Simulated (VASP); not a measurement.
Wanted: the native input for a VASP 6.6.1 run.

* Task: single point
* Functional: PBEsol
* Potentials or basis: VASP PAW PBE potentials, release 64 (Sr_sv)
* Cutoff: 520 eV
* k mesh: 15 × 15 × 8
* Occupations: gaussian, width 0.15 eV
* Spin: no spin polarisation
* Dipole correction: no
* Further INCAR settings: ALGO = Fast; EDIFF = 1e-06; NBANDS = 17

The structure of Sr lies in POSCAR:

```
Sr
1.0
    4.2453502174      0.0000000000      0.0000000000
   -2.1226751087      3.6765811362      0.0000000000
    0.0000000000      0.0000000000      6.8385000000
Sr
2
Direct
    0.3333333333      0.6666666667      0.2500000000
    0.6666666667      0.3333333333      0.7500000000
```

This isn't the form of Sr at room conditions, which is fcc.

This cell differs from its parent crystal: strain -0.015 along x and y, -0.030 along z.

One way to write it, as run:

INCAR

```
SYSTEM = Sr
PREC     = Accurate       ! precision mode
ENCUT    = 520            ! plane-wave cutoff, eV
EDIFF    = 1E-6           ! SCF threshold, eV
ISMEAR   = 0              ! smearing method
SIGMA    = 0.15           ! smearing width, eV
LREAL    = .FALSE.        ! projectors in reciprocal space
LASPH    = .TRUE.         ! aspherical terms in the spheres
NELM     = 100            ! most SCF steps
ALGO     = Fast           ! electronic algorithm
ISIF     = 2              ! what is computed and relaxed
LWAVE    = .FALSE.        ! write WAVECAR
LCHARG   = .FALSE.        ! write CHGCAR
GGA      = PS             ! functional
NBANDS   = 17             ! bands
```

KPOINTS

```
Automatic mesh
0
G
  15 15 8
  0 0 0
```

Potentials or basis: VASP PAW PBE potentials, release 64 (Sr_sv).

Launch:

```bash
$ cat potpaw_PBE.64/Sr_sv/POTCAR > POTCAR
$ mpirun -np 1 vasp_std > vasp.out
```

Results of the run:

| Property | Result |
| --- | --- |
| Pressure | -0.2 GPa |
| Band gap on the k mesh | zero (bands 10 and 11 overlap by 0.24 eV) |

Caveat: the cell differs from its parent crystal (strain -0.015 along x and y, -0.030 along z); the PAW data sets were made with another functional, which shifts forces and pressure a little.

Run time: 84 s on 1 thread of Intel(R) Xeon(R) 6975P-C (Granite Rapids), on a shared host, peak memory 0.36 GiB.
